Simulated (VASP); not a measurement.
# Cs8Sn7GeI23 (a cell with a defect) in VASP: single point with PBEsol

Aim: the single point of Cs8Sn7GeI23 (a cell with a defect) with PBEsol.

Everything below comes from runs of VASP 6.6.1. Logs are shortened: lines on timing, memory, paths and dates and some standing lists are left out, and cuts for length are marked.

## Step 1: The cell of the first run

The cell holds a defect, 39 atoms: a = 12.314 Å, b = 12.314 Å, c = 12.314 Å, α = 90.00°, β = 90.00°, γ = 90.00°.

## Step 2: Single point, PBEsol

INCAR

```
SYSTEM = Cs8Sn7GeI23
ALGO = Normal
EDIFF = 1E-6
ENCUT = 410
GGA = PS
GGA_COMPAT = .FALSE.
ISIF = 2
ISMEAR = -1
ISYM = -1
LASPH = .TRUE.
LCHARG = .TRUE.
LELF = .TRUE.
LREAL = Auto
LVHAR = .TRUE.
LWAVE = .FALSE.
NBANDS = 198
NELECT = 344.0
NELM = 120
PREC = Accurate
SIGMA = 0.05
```

KPOINTS

```
explicit points
1
Reciprocal
  0.25000000   0.25000000   0.25000000 1
```

POSCAR

```
Cs8Sn7GeI23
1.0
   12.3144620000      0.0000000000      0.0000000000
    0.0000000000     12.3144620000      0.0000000000
    0.0000000000      0.0000000000     12.3144620000
Cs Ge Sn I
8 1 7 23
Direct
    0.0319320000      0.0320940000      0.0061120000
    0.0116400000      0.0111210000      0.4981110000
    0.0155340000      0.4768740000      0.0025820000
    0.0138920000      0.4935130000      0.4972980000
    0.4712410000      0.0150670000      0.0030000000
    0.4887900000      0.0207110000      0.4973840000
    0.4878900000      0.4922420000      0.9996140000
    0.4711090000      0.4735310000      0.4969220000
    0.2564420000      0.2586180000      0.2537250000
    0.2514450000      0.2536660000      0.7513080000
    0.2546100000      0.7571480000      0.2507450000
    0.2538430000      0.7534390000      0.7504830000
    0.7551650000      0.2552910000      0.2504740000
    0.7513210000      0.2548190000      0.7516160000
    0.7509030000      0.7514480000      0.2703340000
    0.7510360000      0.7520580000      0.7303650000
    0.2545630000      0.2563210000      0.0049100000
    0.2447720000      0.2483850000      0.4922840000
    0.2167500000      0.7516630000      0.0007180000
    0.2866890000      0.7533860000      0.4996040000
    0.7481940000      0.2068240000      0.0007340000
    0.7511220000      0.2907780000      0.4994490000
    0.7123900000      0.6856220000      0.5003400000
    0.0034910000      0.2508530000      0.2475700000
    0.0011990000      0.2500890000      0.7526090000
    0.9991980000      0.7493410000      0.2819920000
    0.9993870000      0.7492850000      0.7123250000
    0.4902260000      0.2505420000      0.2514420000
    0.5004010000      0.2516030000      0.7474400000
    0.5030040000      0.7538760000      0.2139830000
    0.5027510000      0.7557050000      0.7888730000
    0.2498560000      0.0057420000      0.2490300000
    0.2492380000      0.0033330000      0.7515660000
    0.2488750000      0.4925370000      0.2510010000
    0.2513580000      0.5024460000      0.7483180000
    0.7477820000      0.9979640000      0.2925180000
    0.7480600000      0.9971460000      0.7004560000
    0.7524440000      0.5017790000      0.2070780000
    0.7534680000      0.5006190000      0.7950900000
```

Potentials or basis: VASP PAW PBE potentials, release 64 (Cs_sv, Ge_d, Sn_d, I).

The run is started by

```bash
$ cat potpaw_PBE.64/Cs_sv/POTCAR potpaw_PBE.64/Ge_d/POTCAR potpaw_PBE.64/Sn_d/POTCAR potpaw_PBE.64/I/POTCAR > POTCAR
$ mpirun -np 1 vasp_std > vasp.out
```

OUTCAR:

```text
SYSTEM = Cs8Sn7GeI23
   EDIFF = 1E-6
   ENCUT = 410
   GGA = PS
   ISIF = 2
   ISMEAR = -1
   ISYM = -1
   LASPH = .TRUE.
   LREAL = Auto
   NELECT = 344.0
   NELM = 120
   PREC = Accurate

 ion  position               nearest neighbor table
   1  0.032  0.032  0.006-
   2  0.012  0.011  0.498-
   3  0.016  0.477  0.003-
   4  0.014  0.494  0.497-
   5  0.471  0.015  0.003-
   6  0.489  0.021  0.497-
   7  0.488  0.492  1.000-
   8  0.471  0.474  0.497-
   9  0.256  0.259  0.254-  28 2.88  34 2.88  18 2.94  17 3.06  32 3.12  24 3.12
  10  0.251  0.254  0.751-  35 3.06  29 3.07  25 3.08  33 3.08  17 3.12  18 3.19
  11  0.255  0.757  0.251-  32 3.06  20 3.09  30 3.09  19 3.11  26 3.17  34 3.26
  12  0.254  0.753  0.750-  33 3.08  35 3.09  31 3.10  19 3.12  20 3.12  27 3.17
  13  0.755  0.255  0.250-  24 3.06  38 3.08  22 3.10  21 3.13  36 3.21  28 3.26
  14  0.751  0.255  0.752-  39 3.07  25 3.08  29 3.09  21 3.12  22 3.14  37 3.24
  15  0.751  0.751  0.270-  23 2.98  36 3.05  26 3.06  30 3.13  38 3.17
  16  0.751  0.752  0.730-  23 2.99  37 3.04  27 3.07  31 3.14  39 3.20
  17  0.255  0.256  0.005-   9 3.06  10 3.12
  18  0.245  0.248  0.492-   9 2.94  10 3.19
  19  0.217  0.752  0.001-  11 3.11  12 3.12
  20  0.287  0.753  0.500-  11 3.09  12 3.12
  21  0.748  0.207  0.001-  14 3.12  13 3.13
  22  0.751  0.291  0.499-  13 3.10  14 3.14
[... 15 lines left out ...]
  38  0.752  0.502  0.207-  13 3.08  15 3.17
  39  0.753  0.501  0.795-  14 3.07  16 3.20

IMPORTANT INFORMATION: All symmetrisations will be switched off!
NOSYMM: (Re-)initialisation of all symmetry stuff for point group C_1.

----------------------------------------------------------------------------------------

                                     Primitive cell

  volume of cell :    1867.4386

  direct lattice vectors                    reciprocal lattice vectors
    12.314462000  0.000000000  0.000000000     0.081205334  0.000000000  0.000000000
     0.000000000 12.314462000  0.000000000     0.000000000  0.081205334  0.000000000
     0.000000000  0.000000000 12.314462000     0.000000000  0.000000000  0.081205334

  length of vectors
    12.314462000 12.314462000 12.314462000     0.081205334  0.081205334  0.081205334

  position of ions in fractional coordinates (direct lattice)
     0.031932000  0.032094000  0.006112000
     0.011640000  0.011121000  0.498111000
     0.015534000  0.476874000  0.002582000
     0.013892000  0.493513000  0.497298000
     0.471241000  0.015067000  0.003000000
     0.488790000  0.020711000  0.497384000
[... 31 lines left out ...]
     0.752444000  0.501779000  0.207078000
     0.753468000  0.500619000  0.795090000

  ion indices of the primitive-cell ions
   primitive index   ion index
                 1           1
                 2           2
                 3           3
                 4           4
                 5           5
                 6           6
[... 31 lines left out ...]
                38          38
                39          39

----------------------------------------------------------------------------------------

 KPOINTS: explicit points

Read explicit list of k-points.

 Found      1 k-points:

 Following reciprocal coordinates:
            Coordinates               Weight
  0.250000  0.250000  0.250000      1.000000
   k-points           NKPTS =      1   k-points in BZ     NKDIM =      1   number of bands    NBANDS=    198
   number of dos      NEDOS =    301   number of ions     NIONS =     39
   total plane-waves  NPLWV = 592704
   dimension x,y,z NGX =    84 NGY =   84 NGZ =   84
   dimension x,y,z NGXF=   168 NGYF=  168 NGZF=  168
   ions per type =               8   1   7  23
   NGX,Y,Z   is equivalent  to a cutoff of  11.34, 11.34, 11.34 a.u.
   NGXF,Y,Z  is equivalent  to a cutoff of  22.68, 22.68, 22.68 a.u.
 SYSTEM =  Cs8Sn7GeI23
   PREC   = accura    normal or accurate (medium, high low for compatibility)
   ISTART =      0    job   : 0-new  1-cont  2-samecut
   ICHARG =      2    charge: 1-file 2-atom 10-const
   ISPIN  =      1    spin polarized calculation?
   LNONCOLLINEAR =      F non collinear calculations
   LSORBIT =      F    spin-orbit coupling
   LASPH  =      T    aspherical Exc in radial PAW
   ENCUT  =  410.0 eV  30.13 Ry    5.49 a.u.  20.33 20.33 20.33*2*pi/ulx,y,z
   NELM   =    120;   NELMIN=  2; NELMDL= -5     # of ELM steps
   EDIFF  = 0.1E-05   stopping-criterion for ELM
   LREAL  =      T    real-space projection
   EDIFFG = 0.1E-04   stopping-criterion for IOM
   NSW    =      0    number of steps for IOM
   IBRION =     -1    ionic relax: 0-MD 1-quasi-New 2-CG
   NFREE  =      0    steps in history (QN), initial steepest desc. (CG)
   ISIF   =      2    stress and relaxation
   ISYM   =     -1    0-nonsym 1-usesym 2-fastsym
   POTIM  = 0.5000    time-step for ionic-motion
   TEBEG  =    0.0;   TEEND  =   0.0 temperature during run
   PSTRESS=    0.0 pullay stress
   NELECT =     344.0000    total number of electrons
   NUPDOWN=      -1.0000    fix difference up-down
   EMIN   =  10.00;   EMAX   =-10.00  energy-range for DOS
   EFERMI =   0.00;   METHOD = LEGACY
   ISMEAR =    -1;   SIGMA  =   0.05  broadening in eV -4-tet -1-fermi 0-gaus
   EFERMI_NEDOS =   21; number of points for ismear=-14 and -15
   IALGO  =     38    algorithm
   IMIX   =      4    mixing-type and parameters
     AMIX     =   0.40;   BMIX     =  1.00
     AMIX_MAG =   1.60;   BMIX_MAG =  1.00
  volume/ion in A,a.u.               =      47.88       323.13
  Fermi-wavevector in a.u.,A,eV,Ry     =   0.931491  1.760264 11.805453  0.867676
  Thomas-Fermi vector in A             =   2.057990
   LORBIT       =      0    0 simple, 1 ext, 2 COOP (PROOUT), +10 PAW based schemes
   GGA     = PS    functional components
   LHFCALC =     F    Hartree Fock is set to
   AEXX    =    0.0000 exact exchange contribution
   IVDW    =     0    specifies the selected vdW correction
   LEPSILON=     F    determine dielectric tensor
   LRPA    =     F    only Hartree local field effects (RPA)
 non-spin polarized calculation
  energy-cutoff  :      410.00
  volume of cell :     1867.44
 maximum number of plane-waves:     35255
 NGX is ok and might be reduce to    84
   NGX = 41   NGY = 41   NGZ = 41

 number of electron     343.9999986 magnetization

 Free energy of the ion-electron system (eV)
  ---------------------------------------------------
  ext. energy  EPLUGINS =         0.00000000
  ---------------------------------------------------
  free energy    TOTEN  =      -120.78983625 eV

  energy without entropy =     -120.78983622  energy(sigma->0) =     -120.78983623

 E-fermi :   2.3803     XC(G=0):  -7.6085

 val. band max:        1.4337434586   @ k =   0.2500   0.2500   0.2500
 cond. band min:       3.3252070345   @ k =   0.2500   0.2500   0.2500
 fundamental gap:      1.8914635759
 Fermi energy:         2.3803238131

 k-point     1 :       0.2500    0.2500    0.2500
  band No.  band energies     occupation
      1     -22.8503      2.00000
      2     -22.8455      2.00000
      3     -22.8384      2.00000
      4     -22.8379      2.00000
      5     -22.8313      2.00000
      6     -19.5841      2.00000
[... 176 lines left out ...]
    183       4.2355      0.00000
    184       4.2493      0.00000
 [bands above 184 left out]

------------------------ aborting loop because EDIFF is reached ----------------------------------------

  FORCE on cell =-STRESS in cart. coord.  units (eV):
  Direction    XX          YY          ZZ          XY          YZ          ZX
  --------------------------------------------------------------------------------------
  -------------------------------------------------------------------------------------
  Total      -14.3078303    -15.0350174    -16.4291889     -0.4056182     -0.4167919     -0.4093591
  in kB      -12.2754673    -12.8993608    -14.0954965     -0.3480019     -0.3575885     -0.3512115
  external PRESSURE =     -13.0901082 kB  Pullay stress =       0.0000000 kB

 VOLUME and BASIS-vectors are now :
 -----------------------------------------------------------------------------
  energy-cutoff  :      410.00
  volume of cell :     1867.44
      direct lattice vectors                 reciprocal lattice vectors
    12.314462000  0.000000000  0.000000000     0.081205334  0.000000000  0.000000000
     0.000000000 12.314462000  0.000000000     0.000000000  0.081205334  0.000000000
     0.000000000  0.000000000 12.314462000     0.000000000  0.000000000  0.081205334

 POSITION                                       TOTAL-FORCE (eV/Angst)
 -----------------------------------------------------------------------------------
      0.39323      0.39522      0.07527         0.001078     -0.001017     -0.002574
      0.14334      0.13695      6.13397         0.002704      0.002753      0.008101
      0.19129      5.87245      0.03180         0.000734      0.000920     -0.003345
      0.17107      6.07735      6.12396         0.000338      0.000559     -0.000041
      5.80308      0.18554      0.03694         0.003370     -0.002030     -0.001626
      6.01919      0.25504      6.12502        -0.002803      0.004559      0.003977
[... 31 lines left out ...]
      9.26594      6.17914      2.55005         0.002219     -0.000296     -0.000555
      9.27855      6.16485      9.79111         0.001706     -0.000521      0.000931
 -----------------------------------------------------------------------------------
    total drift:                               -0.008902     -0.031459      0.042306

  FREE ENERGIE OF THE ION-ELECTRON SYSTEM (eV)
  ---------------------------------------------------
  free  energy   TOTEN  =      -120.7898362471 eV

  energy  without entropy=     -120.7898362222  energy(sigma->0) =     -120.78983623
```

Wall time 13 min (1 thread of Intel Xeon Platinum 8375C at 2.90GHz (Ice Lake), shared host); peak memory 1.2 GiB.

Results:

- Free energy: -120.7898 eV
- Largest force: 0.015 eV/Å

Forces in eV/Å, atoms in the order of the input:
```
Cs   0.001 -0.001 -0.003
Cs   0.003  0.003  0.008
Cs   0.001  0.001 -0.003
Cs   0.000  0.001  0.000
Cs   0.003 -0.002 -0.002
Cs  -0.003  0.005  0.004
Cs  -0.001 -0.003 -0.003
Cs   0.002  0.004  0.000
Ge  -0.004 -0.003 -0.002
Sn   0.000 -0.003 -0.002
Sn  -0.006 -0.004 -0.001
Sn   0.001  0.001  0.003
Sn  -0.003 -0.004 -0.006
Sn   0.004 -0.013  0.004
Sn   0.004  0.001  0.004
Sn  -0.005  0.005 -0.009
I    0.008  0.000  0.000
I    0.000  0.000  0.001
I   -0.009 -0.005 -0.003
I   -0.001 -0.005 -0.001
I    0.000  0.005 -0.004
I    0.001  0.000  0.002
I    0.000  0.006  0.001
I   -0.004  0.005  0.004
I   -0.004  0.002 -0.009
I    0.004  0.001  0.003
I    0.005  0.004  0.008
I    0.000  0.000 -0.004
I    0.000 -0.003  0.009
I   -0.007  0.001 -0.003
I    0.001 -0.002  0.000
I    0.002 -0.002  0.001
I    0.002 -0.005 -0.005
I    0.002  0.004 -0.002
I   -0.003 -0.007  0.004
I   -0.002  0.002 -0.004
I    0.005  0.012  0.008
I    0.002  0.000 -0.001
I    0.002 -0.001  0.001
```

Caveat: the cell carries a net charge on a neutralising background, which shifts energy and pressure; the cell is charged against a uniform background, so pressure and absolute levels hang on convention; the PAW data sets were made with another functional, which shifts forces and pressure a little; spin-orbit coupling is left out, which moves the levels of the heavy elements.
